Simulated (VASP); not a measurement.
# Si2Ni (Fm-3m) in VASP: notebook, part 2 of 2

VASP 6.6.1. Earlier steps stand in the parts before.

### 4 Single point, PBE

This run uses another cell than the first one, of 11.83 Å³/atom.

Input file INCAR:

```
  ALGO = Normal
  EDIFF = 1E-7
  ENCUT = 520
  GGA = PE
  ISIF = 2
  ISMEAR = 0
  LASPH = T
  LCHARG = T
  LELF = T
  LREAL = F
  LVHAR = T
  LWAVE = F
  NBANDS = 16
  NELM = 80
  PREC = Accurate
  SIGMA = 0.1
```

Input file KPOINTS:

```
k-points
0
Gamma
  14 14 14
```

Input file POSCAR:

```
Si2Ni
1.0
    0.0000000000      2.6085250248      2.6085250248
    2.6085250248      0.0000000000      2.6085250248
    2.6085250248      2.6085250248      0.0000000000
Si Ni
2 1
Direct
    0.2500000000      0.2500000000      0.2500000000
    0.7500000000      0.7500000000      0.7500000000
    0.0000000000      0.0000000000      0.0000000000
```

Potentials or basis: VASP PAW PBE potentials, release 64 (Si, Ni).

Command:

```sh
$ cat potpaw_PBE.64/Si/POTCAR potpaw_PBE.64/Ni/POTCAR > POTCAR
$ mpirun -np 1 vasp_std > vasp.out
```

OUTCAR:

```text
EDIFF = 1E-7
   ENCUT = 520
   GGA = PE
   ISIF = 2
   ISMEAR = 0
   LASPH = T
   LREAL = F
   NELM = 80
   PREC = Accurate

 ion  position               nearest neighbor table
   1  0.250  0.250  0.250-   3 2.26   3 2.26   3 2.26   3 2.26   2 2.61   2 2.61   2 2.61   2 2.61
                             2 2.61   2 2.61
   2  0.750  0.750  0.750-   3 2.26   3 2.26   3 2.26   3 2.26   1 2.61   1 2.61   1 2.61   1 2.61
                             1 2.61   1 2.61
   3  0.000  0.000  0.000-   2 2.26   2 2.26   2 2.26   1 2.26   1 2.26   1 2.26   2 2.26   1 2.26

[... 652 lines left out ...]
  FORCE on cell =-STRESS in cart. coord.  units (eV):
  Direction    XX          YY          ZZ          XY          YZ          ZX
  --------------------------------------------------------------------------------------
  -------------------------------------------------------------------------------------
  Total        5.4946731      5.4946731      5.4946731     -0.0000000      0.0000000      0.0000000
  in kB      247.9918602    247.9918602    247.9918602     -0.0000000      0.0000000      0.0000000
  external PRESSURE =     247.9918602 kB  Pullay stress =       0.0000000 kB

 VOLUME and BASIS-vectors are now :
 -----------------------------------------------------------------------------
  energy-cutoff  :      520.00
  volume of cell :       35.50
      direct lattice vectors                 reciprocal lattice vectors
     0.000000000  2.608525025  2.608525025    -0.191679204  0.191679204  0.191679204
     2.608525025  0.000000000  2.608525025     0.191679204 -0.191679204  0.191679204
     2.608525025  2.608525025  0.000000000     0.191679204  0.191679204 -0.191679204

 POSITION                                       TOTAL-FORCE (eV/Angst)
 -----------------------------------------------------------------------------------
      1.30426      1.30426      1.30426         0.000000      0.000000      0.000000
      3.91279      3.91279      3.91279        -0.000000     -0.000000     -0.000000
      0.00000      0.00000      0.00000        -0.000000      0.000000      0.000000
 -----------------------------------------------------------------------------------
    total drift:                               -0.000000     -0.000000      0.000000

  FREE ENERGIE OF THE ION-ELECTRON SYSTEM (eV)
  ---------------------------------------------------
  free  energy   TOTEN  =       -17.0354309100 eV

  energy  without entropy=      -17.0311350859  energy(sigma->0) =      -17.03328300
```

It took 48 s on 1 thread of Intel Xeon Platinum 8488C (Sapphire Rapids), shared host; peak memory 0.19 GiB.

What came out:

| Quantity | Value |
| --- | --- |
| Free energy | -17.0354 eV |
| Pressure | 24.8 GPa |
| Band gap on the k mesh | zero (bands 9 and 10 overlap by 2.11 eV) |

Levels at points of the mesh, in eV from the Fermi level:
```
           k point  band 7  band 8  band 9  band 10  band 11  band 12
(0.00, 0.00, 0.00)    0.47    1.73    1.73     1.73     1.95     1.95
(0.50, 0.00, 0.00)   -4.04   -1.85   -1.85     1.72     1.72     1.83
(0.50, 0.50, 0.00)   -4.32   -4.13   -3.78    -0.39     1.05     7.54
```

Caveat: the cell stands under pressure. Spin polarisation is off, so any magnetic state and its effect on volume and gap are missing.

### 5 Single point, PBE

This run uses another cell than the first one, of 12.55 Å³/atom.

Input file INCAR:

```
SYSTEM = Si2Ni
  PREC = Accurate
  ENCUT = 520
  EDIFF = 1E-7
  ISMEAR = 0
  SIGMA = 0.1
  LREAL = .FALSE.
  LASPH = .TRUE.
  NELM = 60
  ALGO = Normal
  ISIF = 2
  LWAVE = .FALSE.
  LCHARG = .FALSE.
  GGA = PE
  NBANDS = 16
```

Input file KPOINTS:

```
Automatic mesh
0
G
  14 14 14
  0 0 0
```

Input file POSCAR:

```
Si2Ni
1.0
    0.0000000000      2.6599023408      2.6599023408
    2.6599023408      0.0000000000      2.6599023408
    2.6599023408      2.6599023408      0.0000000000
Si Ni
2 1
Direct
    0.2500000000      0.2500000000      0.2500000000
    0.7500000000      0.7500000000      0.7500000000
    0.0000000000      0.0000000000      0.0000000000
```

Command:

```sh
$ cat potpaw_PBE.64/Si/POTCAR potpaw_PBE.64/Ni/POTCAR > POTCAR
$ mpirun -np 1 vasp_std > vasp.out
```

Wall time 48 s (1 thread of Intel Xeon Platinum 8488C (Sapphire Rapids), shared host); peak memory 0.19 GiB.

It converged, with:

| Property | Result |
| --- | --- |
| Free energy | -17.2758 eV |
| Pressure | 11.9 GPa |
| Band gap on the k mesh | zero (bands 9 and 10 overlap by 2.12 eV) |

Levels at points of the mesh, in eV from the Fermi level:
| k point | band 6 | band 7 | band 8 | band 9 | band 10 | band 11 | band 12 | band 13 |
| --- | --- | --- | --- | --- | --- | --- | --- | --- |
| (0.00, 0.00, 0.00) | -3.86 | 0.02 | 1.69 | 1.69 | 1.69 | 2.12 | 2.12 | 2.12 |
| (0.50, 0.00, 0.00) | -3.65 | -3.65 | -1.64 | -1.64 | 1.75 | 1.75 | 1.79 | 2.83 |
| (0.50, 0.50, 0.00) | -3.93 | -3.93 | -3.76 | -3.42 | -0.43 | 1.24 | 7.63 | 8.63 |

Caveat: the cell stands under pressure. Spin polarisation is off, so any magnetic state and its effect on volume and gap are missing.

### 6 Single point, PBE

This run uses another cell than the first one, of 13.12 Å³/atom.

Input file INCAR:

```
SYSTEM = Si2Ni
PREC = Accurate ; ENCUT = 520
EDIFF = 1E-7 ; ISMEAR = 0
SIGMA = 0.1 ; LREAL = .FALSE.
LASPH = .TRUE. ; NELM = 100
ALGO = Normal ; ISIF = 2
LWAVE = .FALSE. ; LCHARG = .FALSE.
GGA = PE ; NBANDS = 16
```

KPOINTS is that of step 5.

Input file POSCAR:

```
Si2Ni
1.0
    0.0000000000      2.6996469897      2.6996469897
    2.6996469897      0.0000000000      2.6996469897
    2.6996469897      2.6996469897      0.0000000000
Si Ni
2 1
Direct
    0.2500000000      0.2500000000      0.2500000000
    0.7500000000      0.7500000000      0.7500000000
    0.0000000000      0.0000000000      0.0000000000
```

Potentials or basis: VASP PAW PBE potentials, release 64 (Si, Ni).

Command:

```sh
$ cat potpaw_PBE.64/Si/POTCAR potpaw_PBE.64/Ni/POTCAR > POTCAR
$ mpirun -np 1 vasp_std > vasp.out
```

OUTCAR:

```text
SYSTEM = Si2Ni
   PREC = Accurate
   ENCUT = 520
   EDIFF = 1E-7
   ISMEAR = 0
   LREAL = .FALSE.
   LASPH = .TRUE.
   NELM = 100
   ISIF = 2
   GGA = PE

 ion  position               nearest neighbor table
   1  0.250  0.250  0.250-   3 2.34   3 2.34   3 2.34   3 2.34   2 2.70   2 2.70   2 2.70   2 2.70
                             2 2.70   2 2.70
   2  0.750  0.750  0.750-   3 2.34   3 2.34   3 2.34   3 2.34   1 2.70   1 2.70   1 2.70   1 2.70
                             1 2.70   1 2.70
   3  0.000  0.000  0.000-   1 2.34   2 2.34   2 2.34   2 2.34   2 2.34   1 2.34   1 2.34   1 2.34

  LATTYP: Found a face centered cubic cell.
[... 653 lines left out ...]
  --------------------------------------------------------------------------------------
  -------------------------------------------------------------------------------------
  Total        0.9812315      0.9812315      0.9812315      0.0000000     -0.0000000      0.0000000
  in kB       39.9513215     39.9513215     39.9513215      0.0000000     -0.0000000      0.0000000
  external PRESSURE =      39.9513215 kB  Pullay stress =       0.0000000 kB

 VOLUME and BASIS-vectors are now :
 -----------------------------------------------------------------------------
  energy-cutoff  :      520.00
  volume of cell :       39.35
      direct lattice vectors                 reciprocal lattice vectors
     0.000000000  2.699646990  2.699646990    -0.185209400  0.185209400  0.185209400
     2.699646990  0.000000000  2.699646990     0.185209400 -0.185209400  0.185209400
     2.699646990  2.699646990  0.000000000     0.185209400  0.185209400 -0.185209400

 POSITION                                       TOTAL-FORCE (eV/Angst)
 -----------------------------------------------------------------------------------
      1.34982      1.34982      1.34982        -0.000000     -0.000000     -0.000000
      4.04947      4.04947      4.04947         0.000000      0.000000      0.000000
      0.00000      0.00000      0.00000         0.000000     -0.000000     -0.000000
 -----------------------------------------------------------------------------------
    total drift:                               -0.000000     -0.000000      0.000000

  FREE ENERGIE OF THE ION-ELECTRON SYSTEM (eV)
  ---------------------------------------------------
  free  energy   TOTEN  =       -17.3594495492 eV

  energy  without entropy=      -17.3551494931  energy(sigma->0) =      -17.35729952
```

OSZICAR:

```text
N       E                     dE             d eps       ncg     rms          rms(c)
DAV:   1     0.632503135838E+02    0.63250E+02   -0.78341E+03  3376   0.115E+03
DAV:   2    -0.159041049303E+02   -0.79154E+02   -0.71789E+02  3640   0.213E+02
DAV:   3    -0.193482684306E+02   -0.34442E+01   -0.33829E+01  4416   0.479E+01
DAV:   4    -0.194018698424E+02   -0.53601E-01   -0.53583E-01  3856   0.568E+00
DAV:   5    -0.194032707900E+02   -0.14009E-02   -0.14009E-02  4424   0.971E-01    0.165E+01
DAV:   6    -0.241500382677E+02   -0.47468E+01   -0.41061E+01  3464   0.149E+02    0.250E+01
DAV:   7    -0.174954089914E+02    0.66546E+01   -0.12296E+01  4160   0.927E+01    0.375E+00
DAV:   8    -0.174022300761E+02    0.93179E-01   -0.16284E+00  4536   0.204E+01    0.266E+00
DAV:   9    -0.173607816563E+02    0.41448E-01   -0.24599E-01  4008   0.882E+00    0.635E-01
DAV:  10    -0.173593500293E+02    0.14316E-02   -0.78975E-03  4800   0.155E+00    0.307E-01
DAV:  11    -0.173594178570E+02   -0.67828E-04   -0.10001E-03  4112   0.344E-01    0.340E-02
DAV:  12    -0.173594476532E+02   -0.29796E-04   -0.49167E-05  4336   0.654E-02    0.240E-02
DAV:  13    -0.173594490960E+02   -0.14428E-05   -0.19778E-05  3760   0.775E-02    0.708E-03
DAV:  14    -0.173594494843E+02   -0.38830E-06   -0.11139E-06  4240   0.761E-03    0.383E-03
DAV:  15    -0.173594495492E+02   -0.64876E-07   -0.21018E-07  3424   0.113E-02
   1 F= -.17359450E+02 E0= -.17357300E+02  d E =-.430006E-02
```

It took 46 s on 1 thread of Intel Xeon Platinum 8488C (Sapphire Rapids), shared host; peak memory 0.2 GiB.

What came out:

```yaml
Free_energy: -17.3594 eV
Pressure: 4.0 GPa
Band_gap_on_the_k_mesh: zero (bands 9 and 10 overlap by 2.12 eV)
```

Caveat: the cell stands under pressure. Spin polarisation is off, so any magnetic state and its effect on volume and gap are missing.

### 7 Summary

| cell | gap on the mesh (eV) | pressure (GPa) |
| --- | --- | --- |
| a = 3.478 Å, angles 60.0°, 3 atoms | none | 89.4 |
| a = 3.589 Å, angles 60.0°, 3 atoms | none | 49.6 |
| a = 3.689 Å, angles 60.0°, 3 atoms | none | 24.8 |
| a = 3.762 Å, angles 60.0°, 3 atoms | none | 11.9 |
| a = 3.818 Å, angles 60.0°, 3 atoms | none | 4.0 |

Alike in all rows: task single point; level PBE; potentials or basis VASP PAW PBE potentials, release 64 (Si, Ni); no spin polarisation; k mesh 14 × 14 × 14; cutoff (eV) 520; smearing gaussian 0.1 eV.

Caveats: the cell stands under pressure.

Total energies depend on the potentials used, so only differences within one code and one set of settings carry meaning.
